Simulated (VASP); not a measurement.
# MoSe (P3m1) in VASP: a series of runs

MoSe is run at these levels: PBE; tasks: single point.

All numbers are computed with VASP 6.6.1; they aren't measurements. Logs are shortened: lines on timing, memory, paths and dates and some standing lists are left out, and cuts for length are marked.

### 1 The cell of the first run

It takes space group P3m1 (No. 156, trigonal). The conventional cell has a = 3.400 Å, b = 3.400 Å, c = 4.284 Å, α = 90.00°, β = 90.00°, γ = 120.00°. Mo (site symmetry 3m) has 3 Se at 2.00 Å within 2.7 Å. Se (site symmetry 3m) has 3 Mo at 2.00 Å within 2.7 Å.

### 2 Single point, PBE (volume scaled by 0.94)

File INCAR:

```
SYSTEM = MoSe
ALGO = Normal
EDIFF = 1E-6
ENCUT = 520
GGA = PE
ISIF = 2
ISMEAR = -1
LASPH = .True.
LCHARG = .True.
LELF = .True.
LREAL = .False.
LVHAR = .True.
LWAVE = .False.
NBANDS = 17
NELM = 100
PREC = Accurate
SIGMA = 0.05
```

File KPOINTS:

```
k-points
0
Gamma
  9 9 6
  0 0 0
```

File POSCAR:

```
MoSe
1.0
    3.3998187387      0.0000000000      0.0000000000
   -1.6999093743      2.9443293989      0.0000000000
    0.0000000000      0.0000000000      4.2835295713
Mo Se
1 1
Direct
    0.6666666700      0.3333333300      0.0254445500
    0.3333333300      0.6666666700      0.1184304700
```

Potentials or basis: VASP PAW PBE potentials, release 64 (Mo_sv, Se).

Command:

```console
$ cat potpaw_PBE.64/Mo_sv/POTCAR potpaw_PBE.64/Se/POTCAR > POTCAR
$ mpirun -np 1 vasp_std > vasp.out
```

OUTCAR:

```text
SYSTEM = MoSe
   EDIFF = 1E-6
   ENCUT = 520
   GGA = PE
   ISIF = 2
   ISMEAR = -1
   LASPH = .True.
   LREAL = .False.
   NELM = 100
   PREC = Accurate

 ion  position               nearest neighbor table
   1  0.667  0.333  0.025-   2 2.00   2 2.00   2 2.00
   2  0.333  0.667  0.118-   1 2.00   1 2.00   1 2.00

  LATTYP: Found a hexagonal cell.
 ALAT       =     3.3998187387
 C/A-ratio  =     1.2599288081

  Lattice vectors:

 A1 = (   3.3998187387,   0.0000000000,   0.0000000000)
 A2 = (  -1.6999093743,   2.9443293989,   0.0000000000)
 A3 = (   0.0000000000,   0.0000000000,   4.2835295713)

Analysis of symmetry for initial positions (statically):
=====================================================================
 Subroutine PRICEL returns:
 Original cell was already a primitive cell.

 Routine SETGRP: Setting up the symmetry group for a
 hexagonal supercell.

 Subroutine GETGRP returns: Found  6 space group operations
 (whereof  6 operations were pure point group operations)
 out of a pool of 24 trial point group operations.

The static configuration has the point symmetry C_3v.

Analysis of symmetry for dynamics (positions and initial velocities):
=====================================================================
 Subroutine PRICEL returns:
 Original cell was already a primitive cell.

 Routine SETGRP: Setting up the symmetry group for a
 hexagonal supercell.

 Subroutine GETGRP returns: Found  6 space group operations
 (whereof  6 operations were pure point group operations)
 out of a pool of 24 trial point group operations.

The dynamic configuration has the point symmetry C_3v.

 Subroutine INISYM returns: Found  6 space group operations
 (whereof  6 operations are pure point group operations),
 and found     1 'primitive' translations

----------------------------------------------------------------------------------------

                                     Primitive cell

  volume of cell :      42.8789

  direct lattice vectors                    reciprocal lattice vectors
     3.399818739  0.000000000  0.000000000     0.294133328  0.169817956  0.000000000
    -1.699909374  2.944329399  0.000000000     0.000000000  0.339635912  0.000000000
     0.000000000  0.000000000  4.283529571     0.000000000  0.000000000  0.233452340

  length of vectors
     3.399818739  3.399818744  4.283529571     0.339635912  0.339635912  0.233452340

  position of ions in fractional coordinates (direct lattice)
     0.666666670  0.333333330  0.025444550
     0.333333330  0.666666670  0.118430470

  ion indices of the primitive-cell ions
   primitive index   ion index
                 1           1
                 2           2

----------------------------------------------------------------------------------------

 KPOINTS: k-points

Automatic generation of k-mesh.
 Grid dimensions read from file:
 generate k-points for:    9    9    6

 Generating k-lattice:

  Cartesian coordinates                     Fractional coordinates (reciprocal lattice)
     0.032681481  0.018868662  0.000000000     0.111111111  0.000000000  0.000000000
     0.000000000  0.037737324  0.000000000     0.000000000  0.111111111  0.000000000
     0.000000000  0.000000000  0.038908723     0.000000000  0.000000000  0.166666667

  Length of vectors
     0.037737324  0.037737324  0.038908723

  Shift w.r.t. Gamma in fractional coordinates (k-lattice)
     0.000000000  0.000000000  0.000000000

 Subroutine IBZKPT returns following result:
 ===========================================

 Found     62 irreducible k-points:

 Following reciprocal coordinates:
            Coordinates               Weight
  0.000000  0.000000  0.000000      1.000000
  0.111111  0.000000  0.000000      6.000000
  0.222222  0.000000  0.000000      6.000000
  0.333333  0.000000  0.000000      6.000000
  0.444444  0.000000  0.000000      6.000000
  0.111111  0.111111  0.000000      6.000000
[... 16 lines left out ...]
  0.222222  0.111111  0.166667     12.000000
 -0.111111  0.333333  0.166667     12.000000
 [... further k-points ...]
   k-points           NKPTS =     62   k-points in BZ     NKDIM =     62   number of bands    NBANDS=     17
   number of dos      NEDOS =    301   number of ions     NIONS =      2
   total plane-waves  NPLWV =  25088
   dimension x,y,z NGX =    28 NGY =   28 NGZ =   32
   dimension x,y,z NGXF=    56 NGYF=   56 NGZF=   64
   ions per type =               1   1
   NGX,Y,Z   is equivalent  to a cutoff of  13.69, 13.69, 12.42 a.u.
   NGXF,Y,Z  is equivalent  to a cutoff of  27.38, 27.38, 24.84 a.u.
 SYSTEM =  MoSe
   PREC   = accura    normal or accurate (medium, high low for compatibility)
   ISTART =      0    job   : 0-new  1-cont  2-samecut
   ICHARG =      2    charge: 1-file 2-atom 10-const
   ISPIN  =      1    spin polarized calculation?
   LNONCOLLINEAR =      F non collinear calculations
   LSORBIT =      F    spin-orbit coupling
   LASPH  =      T    aspherical Exc in radial PAW
   ENCUT  =  520.0 eV  38.22 Ry    6.18 a.u.   6.32  6.32  7.96*2*pi/ulx,y,z
   NELM   =    100;   NELMIN=  2; NELMDL= -5     # of ELM steps
   EDIFF  = 0.1E-05   stopping-criterion for ELM
   LREAL  =      F    real-space projection
   EDIFFG = 0.1E-04   stopping-criterion for IOM
   NSW    =      0    number of steps for IOM
   IBRION =     -1    ionic relax: 0-MD 1-quasi-New 2-CG
   NFREE  =      0    steps in history (QN), initial steepest desc. (CG)
   ISIF   =      2    stress and relaxation
   ISYM   =      2    0-nonsym 1-usesym 2-fastsym
   POTIM  = 0.5000    time-step for ionic-motion
   TEBEG  =    0.0;   TEEND  =   0.0 temperature during run
   PSTRESS=    0.0 pullay stress
   NELECT =      20.0000    total number of electrons
   NUPDOWN=      -1.0000    fix difference up-down
   EMIN   =  10.00;   EMAX   =-10.00  energy-range for DOS
   EFERMI =   0.00;   METHOD = LEGACY
   ISMEAR =    -1;   SIGMA  =   0.05  broadening in eV -4-tet -1-fermi 0-gaus
   EFERMI_NEDOS =   21; number of points for ismear=-14 and -15
   IALGO  =     38    algorithm
   IMIX   =      4    mixing-type and parameters
     AMIX     =   0.40;   BMIX     =  1.00
     AMIX_MAG =   1.60;   BMIX_MAG =  1.00
  volume/ion in A,a.u.               =      21.44       144.68
  Fermi-wavevector in a.u.,A,eV,Ry     =   1.269610  2.399214 21.931346  1.611908
  Thomas-Fermi vector in A             =   2.402642
   LORBIT       =      0    0 simple, 1 ext, 2 COOP (PROOUT), +10 PAW based schemes
   GGA     = PE    functional components
   LHFCALC =     F    Hartree Fock is set to
   AEXX    =    0.0000 exact exchange contribution
   IVDW    =     0    specifies the selected vdW correction
   LEPSILON=     F    determine dielectric tensor
   LRPA    =     F    only Hartree local field effects (RPA)
 non-spin polarized calculation
  energy-cutoff  :      520.00
  volume of cell :       42.88
 maximum number of plane-waves:      1172
 NGX is ok and might be reduce to    28
   NGX = 13   NGY = 13   NGZ = 15

 number of electron      20.0000000 magnetization

 Free energy of the ion-electron system (eV)
  ---------------------------------------------------
  ext. energy  EPLUGINS =         0.00000000
  ---------------------------------------------------
  free energy    TOTEN  =        -6.51859125 eV

  energy without entropy =       -6.48869196  energy(sigma->0) =       -6.50364160

 E-fermi :   6.2301     XC(G=0): -10.0884

 val. band max:        6.2288509795   @ k =   0.2222   0.2222   0.5000
 cond. band min:       6.2401682375   @ k =   0.0000   0.1111   0.1667
 fundamental gap:      0.0113172580
 Fermi energy:         6.2300554133

 k-point     1 :       0.0000    0.0000    0.0000
  band No.  band energies     occupation
      1     -53.8071      2.00000
      2     -28.4923      2.00000
      3     -28.4923      2.00000
      4     -27.7326      2.00000
      5      -9.3154      2.00000
      6      -0.3946      2.00000
[... 9 lines left out ...]
     16      18.4714      0.00000
     17      18.4731      0.00000

 k-point     2 :       0.1111    0.0000    0.0000
  band No.  band energies     occupation
      1     -53.8027      2.00000
      2     -28.5504      2.00000
      3     -28.5058      2.00000
      4     -27.7267      2.00000
      5      -9.1219      2.00000
      6      -0.4918      2.00000
[... 9 lines left out ...]
     16      17.2127      0.00000
     17      18.7466      0.00000

 k-point     3 :       0.2222    0.0000    0.0000
  band No.  band energies     occupation
      1     -53.7913      2.00000
      2     -28.6944      2.00000
      3     -28.5399      2.00000
      4     -27.7125      2.00000
      5      -8.6377      2.00000
      6      -0.6209      2.00000
[... 9 lines left out ...]
     16      15.9825      0.00000
     17      19.2206      0.00000

 k-point     4 :       0.3333    0.0000    0.0000
  band No.  band energies     occupation
      1     -53.7784      2.00000
      2     -28.8532      2.00000
      3     -28.5784      2.00000
      4     -27.6969      2.00000
      5      -8.1103      2.00000
      6      -0.5480      2.00000
[... 9 lines left out ...]
     16      16.3794      0.00000
     17      18.0496      0.00000

 k-point     5 :       0.4444    0.0000    0.0000
  band No.  band energies     occupation
      1     -53.7699      2.00000
      2     -28.9543      2.00000
      3     -28.6033      2.00000
      4     -27.6869      2.00000
      5      -7.7911      2.00000
      6      -0.3730      2.00000
[... 9 lines left out ...]
     16      16.9411      0.00000
     17      17.8462      0.00000

 k-point     6 :       0.1111    0.1111    0.0000
  band No.  band energies     occupation
      1     -53.7948      2.00000
      2     -28.6473      2.00000
      3     -28.5337      2.00000
      4     -27.7167      2.00000
      5      -8.7816      2.00000
      6      -0.5862      2.00000
[... 9 lines left out ...]
     16      16.4022      0.00000
     17      18.3551      0.00000

 k-point     7 :       0.2222    0.1111    0.0000
  band No.  band energies     occupation
      1     -53.7826      2.00000
      2     -28.7892      2.00000
      3     -28.5792      2.00000
      4     -27.7019      2.00000
      5      -8.2696      2.00000
      6      -0.5416      2.00000
[... 9 lines left out ...]
     16      15.9396      0.00000
     17      18.1935      0.00000

 k-point     8 :       0.3333    0.1111    0.0000
  band No.  band energies     occupation
      1     -53.7719      2.00000
      2     -28.9103      2.00000
      3     -28.6193      2.00000
      4     -27.6891      2.00000
      5      -7.8426      2.00000
      6      -0.2885      2.00000
[... 9 lines left out ...]
     16      16.6212      0.00000
     17      17.5747      0.00000
[... 203 lines left out ...]
      1     -53.7783      2.00000
      2     -28.8530      2.00000
      3     -28.5783      2.00000
      4     -27.6985      2.00000
      5      -8.0918      2.00000
      6      -0.5773      2.00000
[... 9 lines left out ...]
     16      16.5039      0.00000
     17      18.1311      0.00000

 k-point    20 :       0.4444    0.0000    0.1667
  band No.  band energies     occupation
      1     -53.7699      2.00000
      2     -28.9540      2.00000
      3     -28.6032      2.00000
      4     -27.6885      2.00000
      5      -7.7766      2.00000
      6      -0.3709      2.00000
[... 9 lines left out ...]
     16      16.8461      0.00000
     17      17.9717      0.00000

 k-point    21 :       0.0000    0.4444    0.1667
  band No.  band energies     occupation
      1     -53.7699      2.00000
      2     -28.9540      2.00000
      3     -28.6032      2.00000
      4     -27.6885      2.00000
      5      -7.7755      2.00000
      6      -0.4073      2.00000
[... 9 lines left out ...]
     16      17.4289      0.00000
     17      18.0434      0.00000

 k-point    22 :       0.1111    0.1111    0.1667
  band No.  band energies     occupation
      1     -53.7947      2.00000
      2     -28.6472      2.00000
      3     -28.5336      2.00000
      4     -27.7185      2.00000
      5      -8.7602      2.00000
      6      -0.5747      2.00000
[... 9 lines left out ...]
     16      16.0914      0.00000
     17      18.1840      0.00000

 k-point    23 :       0.2222    0.1111    0.1667
  band No.  band energies     occupation
      1     -53.7826      2.00000
      2     -28.7890      2.00000
      3     -28.5791      2.00000
      4     -27.7036      2.00000
      5      -8.2512      2.00000
      6      -0.5075      2.00000
[... 9 lines left out ...]
     16      16.0510      0.00000
     17      17.9882      0.00000

 k-point    24 :      -0.1111    0.3333    0.1667
  band No.  band energies     occupation
      1     -53.7826      2.00000
      2     -28.7890      2.00000
      3     -28.5791      2.00000
      4     -27.7036      2.00000
      5      -8.2503      2.00000
      6      -0.5459      2.00000
[... 9 lines left out ...]
     16      16.0055      0.00000
     17      17.9267      0.00000

 [... further k-points ...]
[... 5 lines left out ...]
  --------------------------------------------------------------------------------------
  -------------------------------------------------------------------------------------
  Total       35.5194768     35.5194769      0.9868955     -0.0000001     -0.0000000      0.0000000
  in kB     1327.1903489   1327.1903515     36.8754920     -0.0000022     -0.0000000      0.0000000
  external PRESSURE =     897.0853975 kB  Pullay stress =       0.0000000 kB

 VOLUME and BASIS-vectors are now :
 -----------------------------------------------------------------------------
  energy-cutoff  :      520.00
  volume of cell :       42.88
      direct lattice vectors                 reciprocal lattice vectors
     3.399818739  0.000000000  0.000000000     0.294133328  0.169817956  0.000000000
    -1.699909374  2.944329399  0.000000000     0.000000000  0.339635912  0.000000000
     0.000000000  0.000000000  4.283529571     0.000000000  0.000000000  0.233452340

 POSITION                                       TOTAL-FORCE (eV/Angst)
 -----------------------------------------------------------------------------------
      1.69991      0.98144      0.10899         0.000000     -0.000000     -7.594177
     -0.00000      1.96289      0.50730        -0.000000      0.000000      7.594177
 -----------------------------------------------------------------------------------
    total drift:                               -0.000030      0.000017      0.000085

  FREE ENERGIE OF THE ION-ELECTRON SYSTEM (eV)
  ---------------------------------------------------
  free  energy   TOTEN  =        -6.5185912512 eV

  energy  without entropy=       -6.4886919551  energy(sigma->0) =       -6.50364160
```

Run time: 54 s. Hardware: 1 thread of AMD EPYC 7R13, shared host; peak memory 0.16 GiB.

Results:

* Free energy: -6.5186 eV
* Pressure: 89.7 GPa
* Largest force: 7.594 eV/Å
* Band gap on the k mesh: zero (band 10 reaches 6.57 eV, above the bottom of band 11 at 6.10 eV)

Forces on the atoms (eV/Å):
```
Mo   0.000  0.000 -7.594
Se   0.000  0.000  7.594
```

Stress tensor (GPa, compression positive):
```
132.72   0.00   0.00
  0.00 132.72   0.00
  0.00   0.00   3.69
```

Caveat: forces of over 1 eV/Å act on the atoms, so gaps and moduli don't describe the material at rest.

### 3 Single point, PBE (volume scaled by 0.96)

File INCAR:

```
  PREC = Accurate
  ENCUT = 520
  EDIFF = 1E-6
  ISMEAR = -1
  SIGMA = 0.05
  LREAL = F
  LASPH = T
  NELM = 100
  ALGO = Normal
  ISIF = 2
  LWAVE = F
  LCHARG = F
  GGA = PE
  NBANDS = 17
```

File KPOINTS:

```
regular mesh
0
Gamma
  9 9 6
```

File POSCAR:

```
MoSe
1.0
    3.4237619131      0.0000000000      0.0000000000
   -1.7118809615      2.9650647961      0.0000000000
    0.0000000000      0.0000000000      4.3136962664
Mo Se
1 1
Direct
    0.6666666700      0.3333333300      0.0254445500
    0.3333333300      0.6666666700      0.1184304700
```

Potentials or basis: VASP PAW PBE potentials, release 64 (Mo_sv, Se).

Command:

```console
$ cat potpaw_PBE.64/Mo_sv/POTCAR potpaw_PBE.64/Se/POTCAR > POTCAR
$ mpirun -np 1 vasp_std > vasp.out
```

Run time: 56 s. Hardware: 1 thread of AMD EPYC 7R13, shared host; peak memory 0.16 GiB.

The run converged. Its results:

| Quantity | Value |
| --- | --- |
| Free energy | -7.0092 eV |
| Pressure | 82.6 GPa |
| Largest force | 7.102 eV/Å |
| Band gap on the k mesh | zero (band 10 reaches 6.32 eV, above the bottom of band 11 at 5.91 eV) |

Forces on the atoms (eV/Å):
```
Mo   0.000  0.000 -7.102
Se   0.000  0.000  7.102
```

Stress tensor (GPa, compression positive):
```
122.43   0.00   0.00
  0.00 122.43   0.00
  0.00   0.00   3.04
```

Levels at points of the mesh, in eV from the Fermi level:
```
           k point  band 6  band 7  band 8  band 9  band 10  band 11  band 12  band 13  band 14  band 15
(0.00, 0.00, 0.00)   -6.53   -6.53   -4.70   -0.79     0.13     0.13     4.69     7.35     8.69     8.69
(0.00, 0.00, 0.50)   -6.50   -6.50   -5.45    0.00     0.00     0.62     5.29     6.19     8.57     8.57
```

Caveat: forces of over 1 eV/Å act on the atoms, so gaps and moduli don't describe the material at rest.
